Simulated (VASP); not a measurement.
Crystal: MoPd.

```xyz
2
Lattice="2.7939 0.0000 0.0000 -1.3969 2.4196 0.0000 0.0000 0.0000 4.5664" Properties=species:S:1:pos:R:3 pbc="T T T"
Mo    1.3969    0.8065    2.2832
Pd    0.0000    1.6131    0.0000
```

```yaml
Program: VASP 6.6.1
Task: relaxation of cell and atoms
Functional: PBEsol
Potentials_or_basis: VASP PAW PBE potentials, release 64 (Mo_sv, Pd)
Cutoff: 600 eV
k_mesh: 9 × 9 × 5
Occupations: fermi-dirac, width 0.1 eV
Spin: no spin polarisation
```

At the start: pressure -10.2 GPa; volume 15.43 Å³/atom.

Task: Where does the relaxation end?

Result: Over 7 steps the energy falls by 23.1 meV/atom and the volume is 14.74 Å³/atom (-4.5 %); space group P-6m2 (No. 187, to 0.1 Å) before and after.

The path:
```csv
step,energy change (eV),largest force (eV/Å),pressure (GPa),volume (Å³)
1,0.0000,0.0000,-10.20,30.87
2,0.2103,0.0000,32.04,26.68
3,-0.0458,0.0000,-0.36,29.55
4,-0.0459,0.0000,-0.04,29.51
5,-0.0459,0.0000,0.19,29.48
6,-0.0461,0.0000,0.17,29.48
7,-0.0461,0.0000,0.17,29.48
```

Final structure:
```
CELL_PARAMETERS angstrom
2.74593 0.00000 0.00000
-1.37296 2.37804 0.00000
0.00000 0.00000 4.51518
ATOMIC_POSITIONS crystal
Mo 0.66667 0.33333 0.50000
Pd 0.33333 0.66667 0.00000
```

Caveat: the PAW data sets were made with another functional, which shifts forces and pressure a little.
